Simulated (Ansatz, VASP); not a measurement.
One calculation of Ge, two programs

```
Ge
1.0
     0.18350    2.90914    3.02531
     2.90914    0.18350    3.02531
     2.95193    2.95193    0.14070
Ge
2
Direct
  0.49750 0.49750 0.51708
  0.75250 0.75250 0.73292
```

Alike in both runs: task single point; functional PBE; k mesh 12 × 12 × 12; occupations gaussian, width 0.1 eV; no spin polarisation.

|  | VASP | Ansatz |
| --- | --- | --- |
| version | VASP 6.6.1 | Ansatz 0.2.0 |
| potentials or method | VASP PAW PBE potentials, release 64 (Ge_d), cutoff 520 eV | scalar-relativistic, plane waves, PAW |
| valence electrons in the cell | 28 | 28 |

VASP gave:

* gap on the k mesh at the Fermi level (eV): none
* pressure (GPa): 1.0
* traceless stress, the component that is largest in VASP (GPa): -6.69
* rms of the force components (eV/Å): 0.562

Question: Which values does Ansatz return?

Answer: gap on the k mesh at the Fermi level (eV): none; pressure (GPa): 1.1; traceless stress, the component that is largest in VASP (GPa): -6.70; rms of the force components (eV/Å): 0.563.

Atom by atom the forces differ by 0.003 eV/Å (rms over components). A gap of «none» marks a metal or a gap that the smearing closes.
